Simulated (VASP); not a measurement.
Wanted: the native input for a VASP 6.6.1 run.

```yaml
Task: single point
Functional: PBE
Potentials_or_basis: VASP PAW PBE potentials, release 64 (Ba_sv, Te)
Cutoff: 520 eV
k_mesh: 6 × 6 × 6
Occupations: gaussian, width 0.05 eV
Spin: no spin polarisation
Dipole_correction: no
Further_INCAR_settings: ALGO = Normal; EDIFF = 1e-06; NBANDS = 15
```

The structure of BaTe lies in POSCAR:

```
BaTe
1.0
    4.0493427000      0.0000000000      0.0000000000
    0.0000000000      4.0493427000      0.0000000000
    0.0000000000      0.0000000000      4.0493427000
Ba Te
1 1
Direct
    0.0000000000      0.0000000000      0.0000000000
    0.5000000000      0.5000000000      0.5000000000
```

This cell differs from its parent crystal: strain -0.050 along x and y, -0.050 along z.

The input as run:

INCAR

```
ALGO = Normal
EDIFF = 1E-6
ENCUT = 520
GGA = PE
ISIF = 2
ISMEAR = 0
LASPH = T
LCHARG = T
LELF = T
LREAL = F
LVHAR = T
LWAVE = F
NBANDS = 15
NELM = 100
PREC = Accurate
SIGMA = 0.05
```

KPOINTS

```
k-points
0
Gamma
  6 6 6
```

Potentials or basis: VASP PAW PBE potentials, release 64 (Ba_sv, Te).

The run is started by

```bash
$ cat potpaw_PBE.64/Ba_sv/POTCAR potpaw_PBE.64/Te/POTCAR > POTCAR
$ mpirun -np 1 vasp_std > vasp.out
```

It gave:

| Property | Result |
| --- | --- |
| Pressure | 6.9 GPa |
| Band gap on the k mesh | 0.36 eV, indirect (least direct gap 0.72 eV) |

Caveat: the cell differs from its parent crystal (strain -0.050 along x and y, -0.050 along z); spin-orbit coupling is left out, which moves the levels of the heavy elements.

Wall time 8.5 s on 1 thread of Intel(R) Xeon(R) 6975P-C (Granite Rapids), on a shared host, peak memory 0.17 GiB.
